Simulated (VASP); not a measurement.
# Mo in VASP: further runs, part 3 of 3

VASP 6.6.1.

## (6) Relaxation of cell and atoms, PBE

This run uses another cell than the first one: it holds 6 atoms, not 2.

Contents of INCAR:

```
SYSTEM = Mo
PREC = Accurate ; ENCUT = 600
EDIFF = 1E-6 ; ISMEAR = 0
SIGMA = 0.1 ; LREAL = .FALSE.
LASPH = .TRUE. ; NELM = 100
ALGO = Normal ; ISIF = 3
LWAVE = .FALSE. ; LCHARG = .FALSE.
GGA = PE ; IBRION = 2
NSW = 90 ; EDIFFG = -0.04
```

Contents of KPOINTS:

```
Automatic mesh
0
G
  4 4 4
  0 0 0
```

Contents of POSCAR:

```
Mo
1.0
    4.4721718332     -2.5890687461      0.0000000000
    4.4721718332      2.5890687461      0.0000000000
   -3.0256684536      0.0000000000      4.2669304829
Mo
6
Direct
    0.0000000000      0.0000000000      0.5000000000
    0.0000000000      0.0000000000      0.0000000000
    0.5000000000      0.0000000000      0.0000000000
    0.0000000000      0.5000000000      0.0000000000
    0.6373551778      0.6373551778      0.4019714032
    0.3626448222      0.3626448222      0.5980285968
```

Potentials or basis: VASP PAW PBE potentials, release 64 (Mo_sv).

On the command line:

```sh
$ cat potpaw_PBE.64/Mo_sv/POTCAR > POTCAR
$ mpirun -np 1 vasp_std > vasp.out
```

OUTCAR:

```text
SYSTEM = Mo
   PREC = Accurate
   ENCUT = 600
   EDIFF = 1E-6
   ISMEAR = 0
   LREAL = .FALSE.
   LASPH = .TRUE.
   NELM = 100
   ISIF = 3
   GGA = PE
   IBRION = 2
   NSW = 90
   EDIFFG = -0.04

 ion  position               nearest neighbor table
   1  0.000  0.000  0.500-   3 2.60   4 2.60   4 2.60   3 2.60   2 2.62   2 2.62   6 2.98   5 2.98
                             6 3.03   5 3.03   6 3.03   5 3.03
   2  0.000  0.000  0.000-   3 2.58   4 2.58   4 2.58   3 2.58   1 2.62   1 2.62   6 2.93   5 2.93
                             5 3.11   6 3.11   5 3.11   6 3.11
   3  0.500  0.000  0.000-   2 2.58   2 2.58   4 2.59   4 2.59   1 2.60   1 2.60   6 2.97   5 2.97
                             6 3.09   5 3.09   6 3.11   5 3.11
   4  0.000  0.500  0.000-   2 2.58   2 2.58   3 2.59   3 2.59   1 2.60   1 2.60   6 2.97   5 2.97
                             6 3.09   5 3.09   5 3.11   6 3.11
   5  0.637  0.637  0.402-   2 2.93   3 2.97   4 2.97   1 2.98   1 3.03   1 3.03   6 3.07   6 3.07
                             3 3.09   4 3.09   2 3.11   2 3.11   3 3.11   4 3.11   6 3.16   6 3.43
   6  0.363  0.363  0.598-   2 2.93   3 2.97   4 2.97   1 2.98   1 3.03   1 3.03   5 3.07   5 3.07
                             4 3.09   3 3.09   2 3.11   2 3.11   4 3.11   3 3.11   5 3.16   5 3.43

  LATTYP: Found a base centered monoclinic cell.
 ALAT       =     8.9443436664
 B/A-ratio  =     0.5789287270
 C/A-ratio  =     0.5848175605
 COS(beta)  =    -0.5784321915

  Lattice vectors:

 A1 = (   4.4721718332,  -2.5890687461,   0.0000000000)
 A2 = (   4.4721718332,   2.5890687461,   0.0000000000)
 A3 = (  -3.0256684536,   0.0000000000,   4.2669304829)

Analysis of symmetry for initial positions (statically):
=====================================================================
 Subroutine PRICEL returns:
 Original cell was already a primitive cell.

 Routine SETGRP: Setting up the symmetry group for a
 base centered monoclinic supercell.

 Subroutine GETGRP returns: Found  4 space group operations
 (whereof  4 operations were pure point group operations)
 out of a pool of  4 trial point group operations.

The static configuration has the point symmetry C_2h.

Analysis of symmetry for dynamics (positions and initial velocities):
=====================================================================
 Subroutine PRICEL returns:
 Original cell was already a primitive cell.

 Routine SETGRP: Setting up the symmetry group for a
 base centered monoclinic supercell.

 Subroutine GETGRP returns: Found  4 space group operations
 (whereof  4 operations were pure point group operations)
 out of a pool of  4 trial point group operations.

The dynamic configuration has the point symmetry C_2h.

 Subroutine INISYM returns: Found  4 space group operations
 (whereof  4 operations are pure point group operations),
 and found     1 'primitive' translations

----------------------------------------------------------------------------------------

                                     Primitive cell

  volume of cell :      98.8115

  direct lattice vectors                    reciprocal lattice vectors
     4.472171833 -2.589068746  0.000000000     0.111802502 -0.193119631  0.079278841
     4.472171833  2.589068746  0.000000000     0.111802502  0.193119631  0.079278841
    -3.025668454  0.000000000  4.266930483     0.000000000  0.000000000  0.234360509

  length of vectors
     5.167552407  5.167552407  5.230809243     0.236812427  0.236812427  0.234360509

  position of ions in fractional coordinates (direct lattice)
     0.000000000  0.000000000  0.500000000
     0.000000000  0.000000000  0.000000000
[... 33 lines left out ...]
     0.000000000  0.000000000  0.000000000

 Subroutine IBZKPT returns following result:
 ===========================================

 Found     24 irreducible k-points:

 Following reciprocal coordinates:
            Coordinates               Weight
  0.000000  0.000000  0.000000      1.000000
  0.250000 -0.000000 -0.000000      4.000000
  0.500000 -0.000000 -0.000000      2.000000
  0.250000  0.250000 -0.000000      2.000000
  0.500000  0.250000 -0.000000      4.000000
 -0.250000  0.250000  0.000000      2.000000
[... 16 lines left out ...]
 -0.250000  0.250000  0.500000      2.000000
  0.500000  0.500000  0.500000      1.000000
   k-points           NKPTS =     24   k-points in BZ     NKDIM =     24   number of bands    NBANDS=     50
   number of dos      NEDOS =    301   number of ions     NIONS =      6
   total plane-waves  NPLWV =  74088
   dimension x,y,z NGX =    42 NGY =   42 NGZ =   42
   dimension x,y,z NGXF=    84 NGYF=   84 NGZF=   84
   ions per type =               6
   NGX,Y,Z   is equivalent  to a cutoff of  13.51, 13.51, 13.35 a.u.
   NGXF,Y,Z  is equivalent  to a cutoff of  27.02, 27.02, 26.70 a.u.
 SYSTEM =  Mo
   PREC   = accura    normal or accurate (medium, high low for compatibility)
   ISTART =      0    job   : 0-new  1-cont  2-samecut
   ICHARG =      2    charge: 1-file 2-atom 10-const
   ISPIN  =      1    spin polarized calculation?
   LNONCOLLINEAR =      F non collinear calculations
   LSORBIT =      F    spin-orbit coupling
   LASPH  =      T    aspherical Exc in radial PAW
   ENCUT  =  600.0 eV  44.10 Ry    6.64 a.u.  10.32 10.32 10.45*2*pi/ulx,y,z
   NELM   =    100;   NELMIN=  2; NELMDL= -5     # of ELM steps
   EDIFF  = 0.1E-05   stopping-criterion for ELM
   LREAL  =      F    real-space projection
   EDIFFG = -.4E-01   stopping-criterion for IOM
   NSW    =     90    number of steps for IOM
   IBRION =      2    ionic relax: 0-MD 1-quasi-New 2-CG
   NFREE  =      1    steps in history (QN), initial steepest desc. (CG)
   ISIF   =      3    stress and relaxation
   ISYM   =      2    0-nonsym 1-usesym 2-fastsym
   POTIM  = 0.5000    time-step for ionic-motion
   TEBEG  =    0.0;   TEEND  =   0.0 temperature during run
   PSTRESS=    0.0 pullay stress
   NELECT =      84.0000    total number of electrons
   NUPDOWN=      -1.0000    fix difference up-down
   EMIN   =  10.00;   EMAX   =-10.00  energy-range for DOS
   EFERMI =   0.00;   METHOD = LEGACY
   ISMEAR =     0;   SIGMA  =   0.10  broadening in eV -4-tet -1-fermi 0-gaus
   EFERMI_NEDOS =   21; number of points for ismear=-14 and -15
   IALGO  =     38    algorithm
   IMIX   =      4    mixing-type and parameters
     AMIX     =   0.40;   BMIX     =  1.00
     AMIX_MAG =   1.60;   BMIX_MAG =  1.00
  volume/ion in A,a.u.               =      16.47       111.14
  Fermi-wavevector in a.u.,A,eV,Ry     =   1.550834  2.930652 32.723193  2.405087
  Thomas-Fermi vector in A             =   2.655441
   LORBIT       =      0    0 simple, 1 ext, 2 COOP (PROOUT), +10 PAW based schemes
   GGA     = PE    functional components
   LHFCALC =     F    Hartree Fock is set to
   AEXX    =    0.0000 exact exchange contribution
   IVDW    =     0    specifies the selected vdW correction
   LEPSILON=     F    determine dielectric tensor
   LRPA    =     F    only Hartree local field effects (RPA)
 conjugate gradient relaxation of ions
 non-spin polarized calculation
 Gauss-broadening in eV      SIGMA  =   0.10
  energy-cutoff  :      600.00
  volume of cell :       98.81
 maximum number of plane-waves:      3311
 NGX is ok and might be reduce to    42

--------------------------------------- Ionic step        1  -------------------------------------------

 number of electron      84.0000001 magnetization

 Free energy of the ion-electron system (eV)
  ---------------------------------------------------
  ext. energy  EPLUGINS =         0.00000000
  ---------------------------------------------------
  free energy    TOTEN  =       -63.47572003 eV

  energy without entropy =      -63.43652401  energy(sigma->0) =      -63.45612202

------------------------ aborting loop because EDIFF is reached ----------------------------------------

  FORCE on cell =-STRESS in cart. coord.  units (eV):
  Direction    XX          YY          ZZ          XY          YZ          ZX
  --------------------------------------------------------------------------------------
  -------------------------------------------------------------------------------------
  Total        0.5782471      0.2715068      0.2351589      0.0000000      0.0000000      0.1031504
  in kB        9.3759752      4.4023405      3.8129785      0.0000000      0.0000000      1.6725292
  external PRESSURE =       5.8637647 kB  Pullay stress =       0.0000000 kB
[... 147 lines left out ...]
--------------------------------------- Ionic step        5  -------------------------------------------

 number of electron      84.0000001 magnetization

 Free energy of the ion-electron system (eV)
  ---------------------------------------------------
  ext. energy  EPLUGINS =         0.00000000
  ---------------------------------------------------
  free energy    TOTEN  =       -63.47802304 eV

  energy without entropy =      -63.43928615  energy(sigma->0) =      -63.45865460

 E-fermi :  11.4188     XC(G=0): -13.0431

 val. band max:       11.4058052821   @ k =   0.5000   0.2500   0.5000
 cond. band min:      11.4303760836   @ k =  -0.2500   0.2500   0.0000
 fundamental gap:      0.0245708016
 Fermi energy:        11.4187923414

 k-point     1 :       0.0000    0.0000    0.0000
  band No.  band energies     occupation
      1     -49.6106      2.00000
      2     -49.5136      2.00000
      3     -49.4797      2.00000
      4     -49.1472      2.00000
      5     -49.1437      2.00000
      6     -49.1389      2.00000
[... 1294 lines left out ...]
  FREE ENERGIE OF THE ION-ELECTRON SYSTEM (eV)
  ---------------------------------------------------
  free  energy   TOTEN  =       -63.4780230434 eV

  energy  without entropy=      -63.4392861519  energy(sigma->0) =      -63.45865460

 reached required accuracy - stopping structural energy minimisation
```

It took 11 min on 1 thread of Intel Xeon Platinum 8259CL at 2.50GHz (Skylake/Cascade Lake), shared host; peak memory 0.32 GiB.

Results:

| Item | Value |
| --- | --- |
| Free energy | -63.4780 eV |
| Relaxed volume | 16.50 Å³/atom |
| Relaxed cell | a = 5.187 Å, b = 5.187 Å, c = 5.219 Å, α = 120.09°, β = 120.09°, γ = 59.78° |
| Space group after relaxing (to 0.05 Å) | R-3m (No. 166) |
| Energy gained by relaxing | 0.4 meV/atom |
| Ionic steps | 5 |
| Pressure after relaxing | 0.0 GPa |
| Largest force after relaxing | 0.031 eV/Å |
| Band gap on the k mesh | zero (band 42 reaches 11.57 eV, above the bottom of band 43 at 11.35 eV) |

Forces in eV/Å, atoms in the order of the input:
```
Mo   0.000  0.000  0.000
Mo   0.000  0.000  0.000
Mo   0.000  0.000  0.000
Mo   0.000  0.000  0.000
Mo  -0.016  0.000 -0.027
Mo   0.016  0.000  0.027
```

Step by step:
```tsv
step	energy change (eV)	largest force (eV/Å)	pressure (GPa)	volume (Å³)
1	0.0000	0.0796	0.59	98.81
2	0.0015	0.0376	-1.52	99.68
3	-0.0008	0.0635	-0.20	99.13
4	-0.0017	0.0503	-0.14	99.09
5	-0.0023	0.0311	0.00	99.01
```

Final structure:
```
CELL_PARAMETERS angstrom
4.49729 -2.58518 0.01288
4.49729 2.58518 0.01288
-3.03037 0.00000 4.24920
ATOMIC_POSITIONS crystal
Mo 0.00000 0.00000 0.50000
Mo 0.00000 0.00000 0.00000
Mo 0.50000 0.00000 0.00000
Mo 0.00000 0.50000 0.00000
Mo 0.63587 0.63587 0.40007
Mo 0.36413 0.36413 0.59993
```

Caveat: the k points lie up to 0.37 Å⁻¹ apart in the final cell.

## (7) The runs side by side

```csv
task,cell,k mesh,cutoff (eV),gap on the mesh (eV),pressure (GPa),relaxed volume (Å³/atom),largest force (eV/Å)
relaxation of cell and atoms,"relaxed from a = 4.021 Å, angles 60.0°, 2 atoms",12 × 12 × 12,600,none,0.1,23.05,-
single point,"a = 4.021 Å, angles 60.0°, 2 atoms",12 × 12 × 12,520,none,0.4,-,-
single point,"a = 5.202 Å, angles 59.6°, 6 atoms",9 × 9 × 9,520,none,0.5,-,-
single point,"a = 5.175, b = 5.175, c = 5.210 Å, angles 120.0, 120.0, 60.0°, 6 atoms",4 × 4 × 4,520,none,0.8,-,0.01
relaxation of cell and atoms,"relaxed from a = 5.168, b = 5.168, c = 5.231 Å, angles 120.0, 120.0, 60.1°, 6 atoms",4 × 4 × 4,600,none,0.0,16.50,0.03
```

Alike in all rows: level PBE; potentials or basis VASP PAW PBE potentials, release 64 (Mo_sv); no spin polarisation; smearing gaussian 0.1 eV.

Caveats: some runs use coarse meshes.

Absolute energies hang on the potentials; compare differences alone.
